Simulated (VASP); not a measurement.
Wanted: the native input for a VASP 6.6.1 run.

- Task: single point
- Functional: PBEsol
- Potentials or basis: VASP PAW PBE potentials, release 64 (In_d, Al, As)
- Cutoff: 520 eV
- k mesh: 1 × 1 × 1, shifted
- Occupations: fermi-dirac, width 0.05 eV
- Spin: no spin polarisation
- Dipole correction: no
- Further INCAR settings: LREAL = Auto; ALGO = Normal; EDIFF = 1e-07; NBANDS = 226; ISYM = 0

The structure of Al5In3As8 lies in POSCAR:

```
Al5In3As8
1.0
   11.6450092402      0.0000000000      0.0000000000
    0.0000000000     11.6450092402      0.0000000000
    0.0000000000      0.0000000000     11.6450092402
In Al As
12 20 32
Direct
    0.0048110000      0.9998760000      0.0061800000
    0.0026130000      0.0041090000      0.4960950000
    0.0016890000      0.5003900000      0.0001560000
    0.2540400000      0.2532700000      0.5008090000
    0.2532550000      0.7489360000      0.4991950000
    0.7471110000      0.2550800000      0.0008180000
    0.7466180000      0.7440800000      0.4984520000
    0.2580540000      0.0031130000      0.7556700000
    0.2528770000      0.5000400000      0.2494640000
    0.7471650000      0.9995580000      0.2514270000
    0.7437060000      0.0024700000      0.7517610000
    0.0000590000      0.7432320000      0.7522990000
    0.9954750000      0.4955840000      0.4992630000
    0.4972500000      0.9969630000      0.0019070000
    0.4998710000      0.0010090000      0.4975980000
    0.4994250000      0.5005040000      0.9979570000
    0.5043800000      0.4978400000      0.5008210000
    0.2541770000      0.2507040000      0.0001970000
    0.2566930000      0.7495300000      0.0017810000
    0.7468070000      0.2555540000      0.4999580000
    0.7425950000      0.7447270000      0.0012630000
    0.2532880000      0.9996640000      0.2466380000
    0.2529660000      0.4977640000      0.7516050000
    0.7472640000      0.4993430000      0.2521970000
    0.7454830000      0.4973630000      0.7478560000
    0.9999940000      0.2515110000      0.2515960000
    0.9992320000      0.2554610000      0.7487340000
    0.9983410000      0.7471480000      0.2471840000
    0.4994170000      0.2485150000      0.2487970000
    0.5006830000      0.2530530000      0.7492860000
    0.5000400000      0.7482340000      0.2455850000
    0.4992460000      0.7452670000      0.7534350000
    0.1340950000      0.1347220000      0.1334530000
    0.1228070000      0.1314490000      0.6331280000
    0.1287320000      0.6374210000      0.1242390000
    0.1254710000      0.6087340000      0.6227450000
    0.6132400000      0.1234950000      0.1228600000
    0.6171780000      0.1326910000      0.6170920000
    0.6231120000      0.6211040000      0.1259760000
    0.6184110000      0.6177980000      0.6315380000
    0.3821420000      0.3702350000      0.1188830000
    0.3832880000      0.3829530000      0.6309010000
    0.3757380000      0.8740230000      0.1251390000
    0.3891460000      0.8756440000      0.6268890000
    0.8752070000      0.3766430000      0.1377460000
    0.8717430000      0.3762380000      0.6259200000
    0.8705800000      0.8615230000      0.1236610000
    0.8744040000      0.8746640000      0.6237630000
    0.3793890000      0.1194140000      0.3691880000
    0.3866050000      0.1335200000      0.8835660000
    0.3906870000      0.6230370000      0.3752590000
    0.3735630000      0.6236980000      0.8766720000
    0.8721570000      0.1388390000      0.3750950000
    0.8817160000      0.1318680000      0.8719720000
    0.8801790000      0.6176630000      0.3688530000
    0.8582840000      0.6206110000      0.8750690000
    0.1151010000      0.3752330000      0.3748830000
    0.1323690000      0.3687810000      0.8702990000
    0.1252360000      0.8740990000      0.3604140000
    0.1342340000      0.8674260000      0.8813300000
    0.6231320000      0.3745310000      0.3737720000
    0.6184240000      0.3815720000      0.8687030000
    0.6116640000      0.8720950000      0.3742710000
    0.6166280000      0.8680720000      0.8823240000
```

These files were run (other wordings do the same):

INCAR

```
SYSTEM = Al5In3As8
PREC     = Accurate       ! precision mode
ENCUT    = 520            ! plane-wave cutoff, eV
EDIFF    = 1E-7           ! SCF threshold, eV
ISMEAR   = -1             ! smearing method
SIGMA    = 0.05           ! smearing width, eV
LREAL    = Auto         
LASPH    = .True.         ! aspherical terms in the spheres
NELM     = 80             ! most SCF steps
ALGO     = Normal         ! electronic algorithm
ISIF     = 2              ! what is computed and relaxed
LWAVE    = .False.        ! write WAVECAR
LCHARG   = .False.        ! write CHGCAR
GGA      = PS             ! functional
NBANDS   = 226            ! bands
ISYM     = 0
```

KPOINTS

```
Automatic mesh
0
Gamma
  1 1 1
  0.25 0.25 0.25
```

Potentials or basis: VASP PAW PBE potentials, release 64 (In_d, Al, As).

Command:

```sh
$ cat potpaw_PBE.64/In_d/POTCAR potpaw_PBE.64/Al/POTCAR potpaw_PBE.64/As/POTCAR > POTCAR
$ mpirun -np 1 vasp_std > vasp.out
```

It gave:

```
Pressure               : 0.2 GPa
Largest force          : 0.079 eV/Å
Band gap on the k mesh : 1.72 eV
```

Caveat: the PAW data sets were made with another functional, which shifts forces and pressure a little; spin-orbit coupling is left out, which moves the levels of the heavy elements; a shifted mesh leaves out Γ, where band edges can lie.

It took 110 min on 1 thread of Oxide Virtual Turin-like Processor, on a shared host, peak memory 1.9 GiB.
